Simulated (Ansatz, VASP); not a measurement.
LiH in VASP and in Ansatz

```
Li H
1.0
     2.75345    0.00000    0.00000
    -1.37673    2.38456    0.00000
     0.00000    0.00000    4.82374
Li H
2 2
Cartesian
  0.0000 0.0000 0.0000
  0.0000 0.0000 2.4119
  0.0000 1.5897 1.2059
  1.3767 0.7949 3.6178
```

Alike in both runs: task single point; functional r2SCAN; k mesh 9 × 9 × 4; no spin polarisation.

|  | VASP | Ansatz |
| --- | --- | --- |
| version | VASP 6.6.1 | Ansatz 0.2.0 |
| potentials or method | VASP PAW PBE potentials, release 64 (Li_sv, H) | plane waves, PAW |
| plane-wave cutoff (eV) | 520 | 500 |
| occupations | gaussian, width 0.01 eV | fixed |
| valence electrons in the cell | 8 | 8 |

```csv
,VASP,Ansatz,Ansatz less VASP
gap on the k mesh at the Fermi level (eV),5.18,5.15,-0.027
```

VASP's potentials were made for PBE, not for r2SCAN.

Noted on VASP's run: the cutoff is short for stress, so the pressure is rough.
